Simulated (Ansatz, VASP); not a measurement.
# BiTe: VASP beside Ansatz

INCAR

```
  PREC = Accurate
  ENCUT = 500
  EDIFF = 1E-6
  ISMEAR = 0
  SIGMA = 0.15
  LREAL = F
  LASPH = T
  NELM = 120
  ALGO = Normal
  ISIF = 2
  LWAVE = F
  LCHARG = F
  GGA = PS
  NBANDS = 18
  GGA_COMPAT = F
```

Contents of KPOINTS:

```
regular mesh
0
Gamma
  14 14 14
```

POSCAR

```
BiTe
1.0
    0.0000000000      3.2430875000      3.2430875000
    3.2350000000      0.0080875000      3.2350000000
    3.2350000000      3.2350000000      0.0080875000
Bi Te
1 1
Direct
    0.0000000000      0.0000000000      0.0000000000
    0.5000000000      0.5000000000      0.5000000000
```

Input for Ansatz:

```yaml
crystal:
  lattice:
    - [0.0, 3.2430875, 3.2430875]
    - [3.235, 0.0080875, 3.235]
    - [3.235, 3.235, 0.0080875]
  atoms:
    - { symbol: Bi, position: [0.0, 0.0, 0.0] }
    - { symbol: Te, position: [0.5, 0.5, 0.5] }
basis:
  ecutwfc: 420
kpoints:
  mp_grid: { grid: [14, 14, 14] }
hamiltonian:
  xc: pbesol
scf:
  occupations: { method: gaussian, width: 0.15 }
output:
  forces: true
  stress: true
  eigenvalues: true
```

Change from the starting cell: strain +0.0050 x Voigt [0, 0, 0, 1, 0, 0], atoms carried along.

Alike in both runs: task single point; functional PBEsol; k mesh 14 × 14 × 14; occupations gaussian, width 0.15 eV; no spin polarisation.

|  | VASP | Ansatz |
| --- | --- | --- |
| version | VASP 6.6.1 | Ansatz 0.2.0 |
| potentials or method | VASP PAW PBE potentials, release 64 (Bi_d, Te), cutoff 500 eV | scalar-relativistic, plane waves, PAW |
| valence electrons in the cell | 21 | 31 |

|  | VASP | Ansatz | Ansatz less VASP |
| --- | --- | --- | --- |
| gap on the k mesh at the Fermi level (eV) | none | none | - |
| pressure (GPa) | -1.7 | -1.7 | +0.02 |

VASP's potentials were made for PBE, not for PBEsol. A gap of «none» marks a metal or a gap that the smearing closes. With one functional, cell and mesh, what is left measures potentials, basis and numerics. VASP's potentials hold 21 valence electrons a cell and Ansatz's 31, so a difference there can come from the potentials and not from the codes.

Neither program's run includes spin-orbit coupling.
